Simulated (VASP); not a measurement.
# HfB2 (P6/mmm) in VASP: a series of runs

The runs below take HfB2 through single point, with PBEsol.

Everything below comes from runs of VASP 6.6.1. Logs are shortened: lines on timing, memory, paths and dates and some standing lists are left out, and cuts for length are marked.

**1. The cell of the first run**

Symmetry: P6/mmm, No. 191, hexagonal system. Conventional cell: a = 3.140 Å, b = 3.140 Å, c = 3.480 Å, α = 90.00°, β = 90.00°, γ = 120.00°. Hf (site symmetry 6/mmm) has 12 B at 2.51 Å and 6 Hf at 3.14 Å within 3.3 Å. Within 2.4 Å of B (site symmetry -6m2) lie 3 B at 1.81 Å.

**2. Single point, PBEsol**

Contents of INCAR:

```
SYSTEM = HfB2
ALGO = Normal
EDIFF = 1E-7
ENCUT = 520
GGA = PS
ISIF = 2
ISMEAR = 0
LASPH = .TRUE.
LCHARG = .FALSE.
LREAL = .FALSE.
LWAVE = .FALSE.
NBANDS = 15
NELM = 60
PREC = Accurate
SIGMA = 0.1
```

Contents of KPOINTS:

```
k-points
0
G
  10 10 8
  0 0 0
```

Contents of POSCAR:

```
HfB2
1.0
    3.1400000000      0.0000000000      0.0000000000
   -1.5700000000      2.7193197700      0.0000000000
    0.0000000000      0.0000000000      3.4800000000
Hf B
1 2
Direct
    0.0000000000      0.0000000000      0.0000000000
    0.3333333333      0.6666666667      0.5000000000
    0.6666666667      0.3333333333      0.5000000000
```

Potentials or basis: VASP PAW PBE potentials, release 64 (Hf_pv, B).

On the command line:

```bash
$ cat potpaw_PBE.64/Hf_pv/POTCAR potpaw_PBE.64/B/POTCAR > POTCAR
$ mpirun -np 1 vasp_std > vasp.out
```

OUTCAR:

```text
SYSTEM = HfB2
   EDIFF = 1E-7
   ENCUT = 520
   GGA = PS
   ISIF = 2
   ISMEAR = 0
   LASPH = .TRUE.
   LREAL = .FALSE.
   NELM = 60
   PREC = Accurate

 ion  position               nearest neighbor table
   1  0.000  0.000  0.000-   2 2.51   3 2.51   2 2.51   3 2.51   3 2.51   3 2.51   2 2.51   2 2.51
                             3 2.51   3 2.51   2 2.51   2 2.51
   2  0.333  0.667  0.500-   3 1.81   3 1.81   3 1.81   1 2.51   1 2.51   1 2.51   1 2.51   1 2.51
                             1 2.51
   3  0.667  0.333  0.500-   2 1.81   2 1.81   2 1.81   1 2.51   1 2.51   1 2.51   1 2.51   1 2.51
                             1 2.51

  LATTYP: Found a hexagonal cell.
 ALAT       =     3.1400000000
 C/A-ratio  =     1.1082802548

  Lattice vectors:

 A1 = (   3.1400000000,   0.0000000000,   0.0000000000)
 A2 = (  -1.5700000000,   2.7193197700,   0.0000000000)
 A3 = (   0.0000000000,   0.0000000000,   3.4800000000)

Analysis of symmetry for initial positions (statically):
=====================================================================
 Subroutine PRICEL returns:
 Original cell was already a primitive cell.

 Routine SETGRP: Setting up the symmetry group for a
 hexagonal supercell.

 Subroutine GETGRP returns: Found 24 space group operations
 (whereof 24 operations were pure point group operations)
 out of a pool of 24 trial point group operations.

The static configuration has the point symmetry D_6h.

Analysis of symmetry for dynamics (positions and initial velocities):
=====================================================================
 Subroutine PRICEL returns:
 Original cell was already a primitive cell.

 Routine SETGRP: Setting up the symmetry group for a
 hexagonal supercell.

 Subroutine GETGRP returns: Found 24 space group operations
 (whereof 24 operations were pure point group operations)
 out of a pool of 24 trial point group operations.

The dynamic configuration has the point symmetry D_6h.

 Subroutine INISYM returns: Found 24 space group operations
 (whereof 24 operations are pure point group operations),
 and found     1 'primitive' translations

----------------------------------------------------------------------------------------

                                     Primitive cell

  volume of cell :      29.7146

  direct lattice vectors                    reciprocal lattice vectors
     3.140000000  0.000000000  0.000000000     0.318471338  0.183869512  0.000000000
    -1.570000000  2.719319770  0.000000000     0.000000000  0.367739025  0.000000000
     0.000000000  0.000000000  3.480000000     0.000000000  0.000000000  0.287356322

  length of vectors
     3.140000000  3.140000002  3.480000000     0.367739025  0.367739025  0.287356322

  position of ions in fractional coordinates (direct lattice)
     0.000000000  0.000000000  0.000000000
     0.333333333  0.666666667  0.500000000
     0.666666667  0.333333333  0.500000000

  ion indices of the primitive-cell ions
   primitive index   ion index
                 1           1
                 2           2
                 3           3

----------------------------------------------------------------------------------------

 KPOINTS: k-points

Automatic generation of k-mesh.
 Grid dimensions read from file:
 generate k-points for:   10   10    8

 Generating k-lattice:

  Cartesian coordinates                     Fractional coordinates (reciprocal lattice)
     0.031847134  0.018386951  0.000000000     0.100000000  0.000000000  0.000000000
     0.000000000  0.036773902  0.000000000     0.000000000  0.100000000  0.000000000
     0.000000000  0.000000000  0.035919540     0.000000000  0.000000000  0.125000000

  Length of vectors
     0.036773902  0.036773902  0.035919540

  Shift w.r.t. Gamma in fractional coordinates (k-lattice)
     0.000000000  0.000000000  0.000000000

 Subroutine IBZKPT returns following result:
 ===========================================

 Found     70 irreducible k-points:

 Following reciprocal coordinates:
            Coordinates               Weight
  0.000000  0.000000  0.000000      1.000000
  0.100000  0.000000  0.000000      6.000000
  0.200000  0.000000  0.000000      6.000000
  0.300000  0.000000  0.000000      6.000000
  0.400000  0.000000  0.000000      6.000000
  0.500000  0.000000  0.000000      3.000000
[... 16 lines left out ...]
  0.300000  0.100000  0.125000     24.000000
  0.400000  0.100000  0.125000     24.000000
 [... further k-points ...]
   k-points           NKPTS =     70   k-points in BZ     NKDIM =     70   number of bands    NBANDS=     15
   number of dos      NEDOS =    301   number of ions     NIONS =      3
   total plane-waves  NPLWV =  16128
   dimension x,y,z NGX =    24 NGY =   24 NGZ =   28
   dimension x,y,z NGXF=    48 NGYF=   48 NGZF=   56
   ions per type =               1   2
   NGX,Y,Z   is equivalent  to a cutoff of  12.71, 12.71, 13.38 a.u.
   NGXF,Y,Z  is equivalent  to a cutoff of  25.41, 25.41, 26.75 a.u.
 SYSTEM =  HfB2
   PREC   = accura    normal or accurate (medium, high low for compatibility)
   ISTART =      0    job   : 0-new  1-cont  2-samecut
   ICHARG =      2    charge: 1-file 2-atom 10-const
   ISPIN  =      1    spin polarized calculation?
   LNONCOLLINEAR =      F non collinear calculations
   LSORBIT =      F    spin-orbit coupling
   LASPH  =      T    aspherical Exc in radial PAW
   ENCUT  =  520.0 eV  38.22 Ry    6.18 a.u.   5.84  5.84  6.47*2*pi/ulx,y,z
   NELM   =     60;   NELMIN=  2; NELMDL= -5     # of ELM steps
   EDIFF  = 0.1E-06   stopping-criterion for ELM
   LREAL  =      F    real-space projection
   EDIFFG = 0.1E-05   stopping-criterion for IOM
   NSW    =      0    number of steps for IOM
   IBRION =     -1    ionic relax: 0-MD 1-quasi-New 2-CG
   NFREE  =      0    steps in history (QN), initial steepest desc. (CG)
   ISIF   =      2    stress and relaxation
   ISYM   =      2    0-nonsym 1-usesym 2-fastsym
   POTIM  = 0.5000    time-step for ionic-motion
   TEBEG  =    0.0;   TEEND  =   0.0 temperature during run
   PSTRESS=    0.0 pullay stress
   NELECT =      16.0000    total number of electrons
   NUPDOWN=      -1.0000    fix difference up-down
   EMIN   =  10.00;   EMAX   =-10.00  energy-range for DOS
   EFERMI =   0.00;   METHOD = LEGACY
   ISMEAR =     0;   SIGMA  =   0.10  broadening in eV -4-tet -1-fermi 0-gaus
   EFERMI_NEDOS =   21; number of points for ismear=-14 and -15
   IALGO  =     38    algorithm
   IMIX   =      4    mixing-type and parameters
     AMIX     =   0.40;   BMIX     =  1.00
     AMIX_MAG =   1.60;   BMIX_MAG =  1.00
  volume/ion in A,a.u.               =       9.90        66.84
  Fermi-wavevector in a.u.,A,eV,Ry     =   1.331860  2.516850 24.134693  1.773850
  Thomas-Fermi vector in A             =   2.460838
   LORBIT       =      0    0 simple, 1 ext, 2 COOP (PROOUT), +10 PAW based schemes
   GGA     = PS    functional components
   LHFCALC =     F    Hartree Fock is set to
   AEXX    =    0.0000 exact exchange contribution
   IVDW    =     0    specifies the selected vdW correction
   LEPSILON=     F    determine dielectric tensor
   LRPA    =     F    only Hartree local field effects (RPA)
 non-spin polarized calculation
 Gauss-broadening in eV      SIGMA  =   0.10
  energy-cutoff  :      520.00
  volume of cell :       29.71
 maximum number of plane-waves:       816
 NGX is ok and might be reduce to    24
   NGX = 11   NGY = 11   NGZ = 13

 number of electron      15.9999998 magnetization

 Free energy of the ion-electron system (eV)
  ---------------------------------------------------
  ext. energy  EPLUGINS =         0.00000000
  ---------------------------------------------------
  free energy    TOTEN  =       -27.85630030 eV

  energy without entropy =      -27.85449788  energy(sigma->0) =      -27.85539909

 E-fermi :   7.4146     XC(G=0): -12.6816

 val. band max:        7.3626208739   @ k =   0.2000   0.2000   0.1250
 cond. band min:       7.6696668934   @ k =   0.1000   0.1000   0.2500
 fundamental gap:      0.3070460196
 Fermi energy:         7.4146400311

 k-point     1 :       0.0000    0.0000    0.0000
  band No.  band energies     occupation
      1     -23.0254      2.00000
      2     -22.5258      2.00000
      3     -22.5258      2.00000
      4      -6.1708      2.00000
      5       4.5077      2.00000
      6       4.6644      2.00000
      7       4.6644      2.00000
      8       4.8020      2.00000
      9      11.5426      0.00000
     10      11.5426      0.00000
     11      12.2118      0.00000
     12      12.2118      0.00000
     13      12.5535      0.00000
     14      12.5535      0.00000
     15      12.6119      0.00000

 k-point     2 :       0.1000    0.0000    0.0000
  band No.  band energies     occupation
      1     -23.0127      2.00000
      2     -22.6040      2.00000
      3     -22.5431      2.00000
      4      -5.9547      2.00000
      5       4.0723      2.00000
      6       4.6149      2.00000
      7       4.6529      2.00000
      8       4.7215      2.00000
      9      10.8498      0.00000
     10      11.3936      0.00000
     11      11.4238      0.00000
     12      11.7978      0.00000
     13      13.1981      0.00000
     14      13.6128      0.00000
     15      13.9702      0.00000
[... 365 lines left out ...]
      3     -22.7039      2.00000
      4      -3.5739      2.00000
      5       0.4529      2.00000
      6       3.0933      2.00000
      7       3.7903      2.00000
      8       5.7544      2.00000
      9       8.6130      0.00000
     10      10.8766      0.00000
     11      11.8285      0.00000
     12      13.1118      0.00000
     13      14.9404      0.00000
     14      15.6497      0.00000
     15      18.4540      0.00000

 k-point    24 :       0.4000    0.1000    0.1250
  band No.  band energies     occupation
      1     -23.2480      2.00000
      2     -22.9262      2.00000
      3     -22.7428      2.00000
      4      -2.3736      2.00000
      5      -1.0029      2.00000
      6       2.9175      2.00000
      7       3.7904      2.00000
      8       5.3156      2.00000
      9       8.7064      0.00000
     10      11.6698      0.00000
     11      11.7527      0.00000
     12      13.8230      0.00000
     13      15.0557      0.00000
     14      15.9993      0.00000
     15      18.3888      0.00000

 [... further k-points ...]

------------------------ aborting loop because EDIFF is reached ----------------------------------------

  FORCE on cell =-STRESS in cart. coord.  units (eV):
  Direction    XX          YY          ZZ          XY          YZ          ZX
  --------------------------------------------------------------------------------------
  -------------------------------------------------------------------------------------
  Total       -0.7855524     -0.7855524     -0.9028652      0.0000000     -0.0000000     -0.0000000
  in kB      -42.3561607    -42.3561608    -48.6815417      0.0000000     -0.0000000     -0.0000000
  external PRESSURE =     -44.4646211 kB  Pullay stress =       0.0000000 kB

 VOLUME and BASIS-vectors are now :
 -----------------------------------------------------------------------------
  energy-cutoff  :      520.00
  volume of cell :       29.71
      direct lattice vectors                 reciprocal lattice vectors
     3.140000000  0.000000000  0.000000000     0.318471338  0.183869512  0.000000000
    -1.570000000  2.719319770  0.000000000     0.000000000  0.367739025  0.000000000
     0.000000000  0.000000000  3.480000000     0.000000000  0.000000000  0.287356322

 POSITION                                       TOTAL-FORCE (eV/Angst)
 -----------------------------------------------------------------------------------
      0.00000      0.00000      0.00000        -0.000000     -0.000000     -0.000000
     -0.00000      1.81288      1.74000         0.000000     -0.000000      0.000000
      1.57000      0.90644      1.74000        -0.000000      0.000000     -0.000000
 -----------------------------------------------------------------------------------
    total drift:                               -0.000000      0.000000      0.000000

  FREE ENERGIE OF THE ION-ELECTRON SYSTEM (eV)
  ---------------------------------------------------
  free  energy   TOTEN  =       -27.8563003042 eV

  energy  without entropy=      -27.8544978801  energy(sigma->0) =      -27.85539909
```

It took 11 s on 1 thread of Intel Xeon 6975P-C (Granite Rapids), shared host; peak memory 0.16 GiB.

What came out:

* Free energy: -27.8563 eV
* Pressure: -4.4 GPa
* Band gap on the k mesh: zero (band 8 reaches 8.11 eV, above the bottom of band 9 at 7.30 eV)

Caveat: the PAW data sets were made with another functional, which shifts forces and pressure a little; spin-orbit coupling is left out, which moves the levels of the heavy elements.

**3. Single point, PBEsol**

Contents of INCAR:

```
SYSTEM = HfB2
PREC = Accurate
ENCUT = 520
EDIFF = 1E-7
ISMEAR = 0
SIGMA = 0.05
LREAL = .False.
LASPH = .True.
NELM = 80
ALGO = Normal
ISIF = 2
LWAVE = .False.
LCHARG = .False.
GGA = PS
NBANDS = 15
```

Contents of KPOINTS:

```
Automatic mesh
0
Gamma
  10 10 8
  0 0 0
```

POSCAR is that of step 2.

Potentials or basis: VASP PAW PBE potentials, release 64 (Hf_pv, B).

On the command line:

```bash
$ cat potpaw_PBE.64/Hf_pv/POTCAR potpaw_PBE.64/B/POTCAR > POTCAR
$ mpirun -np 1 vasp_std > vasp.out
```

It took 10 s on 1 thread of Intel Xeon 6975P-C (Granite Rapids), shared host; peak memory 0.16 GiB.

It converged, with:

| Quantity | Value |
| --- | --- |
| Free energy | -27.8554 eV |
| Pressure | -4.4 GPa |
| Band gap on the k mesh | zero (band 8 reaches 8.11 eV, above the bottom of band 9 at 7.30 eV) |

Stress tensor (GPa, compression positive):
```
-4.25  0.00  0.00
 0.00 -4.25  0.00
 0.00  0.00 -4.84
```

Levels at points of the mesh, in eV from the Fermi level:
```tsv
k point	band 5	band 6	band 7	band 8	band 9	band 10	band 11	band 12
(0.00, 0.00, 0.00)	-2.88	-2.72	-2.72	-2.58	4.16	4.16	4.83	4.83
(0.50, 0.00, 0.00)	-8.82	-3.96	-3.24	-2.73	2.31	2.86	5.75	5.88
(0.00, 0.00, 0.50)	-8.21	-0.99	-0.99	0.46	0.46	1.14	1.14	2.37
(0.50, 0.00, 0.50)	-7.30	-4.79	-4.56	-2.48	4.20	4.29	6.41	7.37
```

Caveat: the PAW data sets were made with another functional, which shifts forces and pressure a little; spin-orbit coupling is left out, which moves the levels of the heavy elements.

[end of part 1 of 2]
